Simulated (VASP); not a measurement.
Input of a VASP 6.6.1 run:

File POSCAR:

```
Na3SCl
1.0
    5.1609474775      0.0000000000      0.0000000000
    0.0000000000      5.1609474775      0.0000000000
    0.0000000000      0.0000000000      5.1609474775
Cl S Na
1 1 3
Direct
    0.0000000000      0.0000000000      0.0000000000
    0.5000000000      0.5000000000      0.5000000000
    0.5000000000      0.5000000000      0.0000000000
    0.5000000000      0.0000000000      0.5000000000
    0.0000000000      0.5000000000      0.5000000000
```

Contents of INCAR.step1:

```
SYSTEM = Na3SCl
PREC     = Accurate       ! precision mode
ENCUT    = 520            ! plane-wave cutoff, eV
ISMEAR   = -1             ! smearing method
SIGMA    = 0.03           ! smearing width, eV
LREAL    = .FALSE.        ! projectors in reciprocal space
LASPH    = .TRUE.         ! aspherical terms in the spheres
NELM     = 60             ! most SCF steps
NBANDS   = 25             ! bands
GGA      = PE             ! functional
ALGO     = Normal         ! electronic algorithm
EDIFF    = 1E-4           ! SCF threshold, eV
LWAVE    = .TRUE.         ! write WAVECAR
LCHARG   = .FALSE.        ! write CHGCAR
```

Contents of INCAR.step2:

```
SYSTEM = Na3SCl
PREC     = Accurate       ! precision mode
ENCUT    = 520            ! plane-wave cutoff, eV
EDIFF    = 1E-6           ! SCF threshold, eV
ISMEAR   = -1             ! smearing method
SIGMA    = 0.03           ! smearing width, eV
LREAL    = .FALSE.        ! projectors in reciprocal space
LASPH    = .TRUE.         ! aspherical terms in the spheres
NELM     = 60             ! most SCF steps
ALGO     = Normal         ! electronic algorithm
ISIF     = 2              ! what is computed and relaxed
LWAVE    = .FALSE.        ! write WAVECAR
LCHARG   = .TRUE.         ! write CHGCAR
METAGGA  = R2SCAN         ! meta-GGA
LMIXTAU  = .TRUE.       
LUSE_VDW = .TRUE.       
IVDW_NL  = 2            
BPARAM   = 11.95        
CPARAM   = 0.0093       
LELF     = .TRUE.         ! ELF
LVHAR    = .TRUE.       
NBANDS   = 25             ! bands
ISTART   = 1
```

KPOINTS

```
Automatic mesh
0
G
  4 4 4
  0 0 0
```

Potentials or basis: VASP PAW PBE potentials, release 64 (Cl, S, Na_pv).

The run is started by

```bash
$ cat potpaw_PBE.64/Cl/POTCAR potpaw_PBE.64/S/POTCAR potpaw_PBE.64/Na_pv/POTCAR > POTCAR
$ cp INCAR.step1 INCAR
$ mpirun -np 1 vasp_std > vasp.out
$ cp INCAR.step2 INCAR
$ mpirun -np 1 vasp_std > vasp.out
```

(1) What does it give for the band gap on the k mesh?

(2) What does it give for the pressure?

Answers

(1) 3.18 eV, direct.

(2) -0.1 GPa.

Caveat: the PAW data sets were made with another functional, which shifts forces and pressure a little.
